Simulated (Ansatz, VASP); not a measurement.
**One calculation of Pt, two programs**

File INCAR:

```
SYSTEM = Pt
ALGO = Normal
EDIFF = 1E-8
ENCUT = 520
GGA = PS
ISIF = 2
ISMEAR = -1
LASPH = .True.
LCHARG = .False.
LEFG = .True.
LREAL = .False.
LWAVE = .False.
NBANDS = 11
NELM = 100
PREC = Accurate
SIGMA = 0.05
```

File KPOINTS:

```
k-points
0
Gamma
  16 16 16
  0 0 0
```

The input POSCAR:

```
Pt
1.0
    0.0000000000      1.9715751809      1.9715751809
    1.9715751809      0.0000000000      1.9715751809
    1.9715751809      1.9715751809      0.0000000000
Pt
1
Direct
    0.0000000000      0.0000000000      0.0000000000
```

Input for Ansatz:

```yaml
crystal:
  lattice:
    - [0.0, 1.9715751809, 1.9715751809]
    - [1.9715751809, 0.0, 1.9715751809]
    - [1.9715751809, 1.9715751809, 0.0]
  atoms:
    - { symbol: Pt, position: [0.0, 0.0, 0.0] }
kpoints:
  mp_grid: { grid: [16, 16, 16] }
  band_path:
    path:
      - [0.0, 0.0, 0.0]
      - [0.5, 0.0, 0.5]
      - [0.625, 0.25, 0.625]
      - [0.375, 0.375, 0.75]
      - [0.0, 0.0, 0.0]
      - [0.5, 0.5, 0.5]
      - [0.5, 0.25, 0.75]
      - [0.5, 0.0, 0.5]
    npoints: 5
scf:
  occupations: { method: fermi_dirac, width: 0.05 }
hamiltonian:
  xc: pbesol
  pseudopotentials: { kind: paw }
output:
  forces: true
  stress: true
  eigenvalues: true
  efg: { contact_densities: true }
```

Alike in both runs: task electric field gradients; functional PBEsol; k mesh 16 × 16 × 16; occupations fermi-dirac, width 0.05 eV; no spin polarisation.

|  | VASP | Ansatz |
| --- | --- | --- |
| version | VASP 6.6.1 | Ansatz 0.2.0 |
| potentials or method | VASP PAW PBE potentials, release 64 (Pt) | PAW with Ansatz's default frozen-core files, scalar-relativistic |
| plane-wave cutoff (eV) | 520 | 420 |
| valence electrons in the cell | 10 | 18 |

Ansatz gave:

* pressure (GPa): -5.2

Task: Estimate VASP's values.

Result: Pressure (GPa): -5.7.

VASP's potentials were made for PBE, not for PBEsol. With one functional, cell and mesh, what is left measures potentials, basis and numerics. VASP's potentials hold 10 valence electrons a cell and Ansatz's 18, so a difference there can come from the potentials and not from the codes.

Neither program's run includes spin-orbit coupling.
